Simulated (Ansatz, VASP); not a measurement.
## Sn in VASP and in Ansatz

```
CELL_PARAMETERS angstrom
0.00000 3.20174 3.20174
3.20174 0.00000 3.20174
3.20174 3.20174 0.00000
ATOMIC_POSITIONS crystal
Sn 0.50000 0.50000 0.50000
Sn 0.75000 0.75000 0.75000
```

Change from the starting cell: volume scaled by 0.96, crystal datasets.

Alike in both runs: task electric field gradients; functional LDA; k mesh 9 × 9 × 9; occupations fermi-dirac, width 0.03 eV; no spin polarisation.

|  | VASP | Ansatz |
| --- | --- | --- |
| version | VASP 6.6.1 | Ansatz 0.2.0 |
| potentials or method | VASP PAW LDA potentials, release 64 (Sn_d), cutoff 520 eV | all-electron PAW with datasets made for the crystal, scalar-relativistic |

```tsv
	VASP	Ansatz	Ansatz less VASP
pressure (GPa)	1.6	1.6	-0.01
```

LDA's correlation is that of Perdew and Zunger in VASP and of Perdew and Wang (1992) in Ansatz. Ansatz ran all-electron here, and VASP with PAW potentials.
